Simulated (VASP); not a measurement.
Write the native input for VASP 6.6.1 that does the following.

| Property | Result |
| --- | --- |
| Task | single point |
| Functional | r2SCAN |
| Potentials or basis | VASP PAW PBE potentials, release 64 (K_sv, Br) |
| Cutoff | 520 eV |
| k mesh | 6 × 6 × 6 |
| Occupations | gaussian, width 0.01 eV |
| Spin | no spin polarisation |
| Dipole correction | no |
| Further INCAR settings | ALGO = Normal; EDIFF = 1e-07; NBANDS = 15 |

KBr:

```xyz
2
Lattice="3.9759 0.0000 0.0000 0.0000 3.9759 0.0000 0.0000 0.0000 3.9759" Properties=species:S:1:pos:R:3 pbc="T T T"
K     0.0000    0.0000    0.0000
Br    1.9879    1.9879    1.9879
```

These files were run (other wordings do the same):

POSCAR

```
KBr
1.0
    3.9758688753      0.0000000000      0.0000000000
    0.0000000000      3.9758688753      0.0000000000
    0.0000000000      0.0000000000      3.9758688753
K Br
1 1
Direct
    0.0000000000      0.0000000000      0.0000000000
    0.5000000000      0.5000000000      0.5000000000
```

INCAR.step1

```
SYSTEM = KBr
ALGO     = Normal         ! electronic algorithm
EDIFF    = 1E-4           ! SCF threshold, eV
ENCUT    = 520            ! plane-wave cutoff, eV
GGA      = PE             ! functional
ISMEAR   = 0              ! smearing method
LASPH    = .TRUE.         ! aspherical terms in the spheres
LCHARG   = .FALSE.        ! write CHGCAR
LREAL    = .FALSE.        ! projectors in reciprocal space
LWAVE    = .TRUE.         ! write WAVECAR
NBANDS   = 15             ! bands
NELM     = 60             ! most SCF steps
PREC     = Accurate       ! precision mode
SIGMA    = 0.01           ! smearing width, eV
```

INCAR.step2

```
SYSTEM = KBr
ALGO     = Normal         ! electronic algorithm
EDIFF    = 1E-7           ! SCF threshold, eV
ENCUT    = 520            ! plane-wave cutoff, eV
ISIF     = 2              ! what is computed and relaxed
ISMEAR   = 0              ! smearing method
ISTART   = 1            
LASPH    = .TRUE.         ! aspherical terms in the spheres
LCHARG   = .FALSE.        ! write CHGCAR
LMIXTAU  = .TRUE.       
LREAL    = .FALSE.        ! projectors in reciprocal space
LWAVE    = .FALSE.        ! write WAVECAR
METAGGA  = R2SCAN         ! meta-GGA
NBANDS   = 15             ! bands
NELM     = 60             ! most SCF steps
PREC     = Accurate       ! precision mode
SIGMA    = 0.01           ! smearing width, eV
```

KPOINTS

```
k-points
0
G
  6 6 6
  0 0 0
```

Potentials or basis: VASP PAW PBE potentials, release 64 (K_sv, Br).

Launch:

```console
$ cat potpaw_PBE.64/K_sv/POTCAR potpaw_PBE.64/Br/POTCAR > POTCAR
$ cp INCAR.step1 INCAR
$ mpirun -np 1 vasp_std > vasp.out
$ cp INCAR.step2 INCAR
$ mpirun -np 1 vasp_std > vasp.out
```

Results of the run:

```json
{
  "Pressure": "0.0 GPa",
  "Band gap on the k mesh": "4.77 eV, indirect (least direct gap 5.05 eV)"
}
```

Caveat: the PAW data sets were made with another functional, which shifts forces and pressure a little.

It took 58 s on 1 thread of Intel(R) Xeon(R) Platinum 8488C (Sapphire Rapids), on a shared host, peak memory 0.17 GiB.
